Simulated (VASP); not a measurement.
Crystal: Gd.

```
Gd
1.0
     3.48415    0.00000    0.00000
    -1.74208    3.01737    0.00000
     0.00000    0.00000    5.58672
Gd
2
Cartesian
  0.0000 2.0116 1.3967
  1.7421 1.0058 4.1900
```

Base run:

* Program: VASP 6.6.1
* Functional: LDA
* Potentials or basis: VASP PAW PBE potentials, release 64 (Gd)
* Cutoff: 520 eV
* k mesh: 10 × 10 × 6
* Occupations: fermi-dirac, width 0.2 eV
* Spin: collinear spin, ferromagnetic start
* Starting moments: [7.214, 7.214] μB

Its results: pressure 0.9 GPa; net moment 14.41 μB per cell; site moments Gd +6.80 μB.

The run is repeated on the same cell with these changes: occupations from fermi-dirac, width 0.2 eV to methfessel-paxton, width 0.3 eV. What comes out?

Pressure -1.1 GPa; net moment 14.60 μB per cell; site moments Gd +6.90 μB.

Caveats: the PAW data sets were made with another functional, which shifts forces and pressure a little; so wide a smearing shifts energies and pressures (at least some runs).
